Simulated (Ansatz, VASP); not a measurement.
ZnS in VASP and in Ansatz

```
CELL_PARAMETERS angstrom
0.00000 2.50161 2.50161
2.50161 0.00000 2.50161
2.50161 2.50161 0.00000
ATOMIC_POSITIONS crystal
Zn 0.25000 0.25000 0.25000
S 0.00000 0.00000 0.00000
```

Alike in both runs: task single point; functional r2SCAN; k mesh 8 × 8 × 8; occupations gaussian, width 0.05 eV; no spin polarisation.

|  | VASP | Ansatz |
| --- | --- | --- |
| version | VASP 6.6.1 | Ansatz 0.2.0 |
| potentials or method | VASP PAW PBE potentials, release 64 (Zn, S), cutoff 520 eV | scalar-relativistic, plane waves, PAW |
| valence electrons in the cell | 18 | 18 |

Ansatz gave:

| Item | Value |
| --- | --- |
| gap on the k mesh at the Fermi level (eV) | 3.10 |
| least direct gap on the mesh (eV) | 3.78 |

Q: Estimate VASP's values.

A: gap on the k mesh at the Fermi level (eV): 3.11; least direct gap on the mesh (eV): 3.82.

VASP's potentials were made for PBE, not for r2SCAN. With one functional, cell and mesh, what is left measures potentials, basis and numerics.
